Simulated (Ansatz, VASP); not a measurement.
**One calculation of LiCl, two programs**

```xyz
2
Lattice="0.0000 2.7330 2.7330 2.7330 0.0000 2.7330 2.7330 2.7330 0.0000" Properties=species:S:1:pos:R:3 pbc="T T T"
Li    0.0000    0.0000    0.0000
Cl    1.3665    1.3665    1.3665
```

Alike in both runs: task single point; functional LDA; k mesh 8 × 8 × 8; no spin polarisation.

|  | VASP | Ansatz |
| --- | --- | --- |
| version | VASP 6.6.1 | Ansatz 0.2.0 |
| potentials or method | VASP PAW LDA potentials, release 64 (Li_sv, Cl) | plane waves, PAW |
| plane-wave cutoff (eV) | 520 | 420 |
| occupations | gaussian, width 0.01 eV | fixed |
| valence electrons in the cell | 10 | 10 |

Ansatz gave:

* gap on the k mesh at the Fermi level (eV): 5.63

What did VASP give for the same quantities?

gap on the k mesh at the Fermi level (eV): 5.64.

LDA's correlation is that of Perdew and Zunger in VASP and of Perdew and Wang (1992) in Ansatz.

Noted on VASP's run: the cutoff is under 1.25 times that of the potentials, so the pressure is a little rough.
